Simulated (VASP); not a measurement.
Hf2S:

```
Hf S
1.0
     3.37427    0.00000    0.00000
    -1.68714    2.92221    0.00000
     0.00000    0.00000   11.71741
Hf S
4 2
Direct
  0.33333 0.66667 0.10019
  0.66667 0.33333 0.60019
  0.33333 0.66667 0.39981
  0.66667 0.33333 0.89981
  0.00000 0.00000 0.25000
  0.00000 0.00000 0.75000
```

| Quantity | Value |
| --- | --- |
| Program | VASP 6.6.1 |
| Task | relaxation of cell and atoms |
| Functional | PBEsol |
| Potentials or basis | VASP PAW PBE potentials, release 64 (Hf_pv, S) |
| Cutoff | 600 eV |
| k mesh | 9 × 9 × 3 |
| Occupations | fermi-dirac, width 0.05 eV |
| Spin | no spin polarisation |

At the start: pressure -3.3 GPa; volume 19.26 Å³/atom.

Question: How do energy, volume and symmetry change on relaxing?

Answer: Over 5 steps the energy falls by 5.6 meV/atom and the volume is 18.79 Å³/atom (-2.4 %); space group P6_3/mmc (No. 194, to 0.05 Å).

Step by step:
```
step  energy change (eV)  largest force (eV/Å)  pressure (GPa)  volume (Å³)
   1              0.0000                0.1586           -3.25       115.54
   2              0.0238                0.0213            5.16       109.12
   3             -0.0310                0.1093            0.13       112.73
   4             -0.0337                0.0101           -0.01       112.74
   5             -0.0337                0.0072           -0.01       112.74
```

Final structure:
```xyz
6
Lattice="3.3374 0.0000 0.0000 -1.6687 2.8903 0.0000 0.0000 0.0000 11.6879" Properties=species:S:1:pos:R:3 pbc="T T T"
Hf    0.0000    1.9269    1.1793
Hf    1.6687    0.9634    7.0232
Hf    0.0000    1.9269    4.6646
Hf    1.6687    0.9634   10.5086
S     0.0000    0.0000    2.9220
S     0.0000    0.0000    8.7659
```

Caveat: the PAW data sets were made with another functional, which shifts forces and pressure a little.
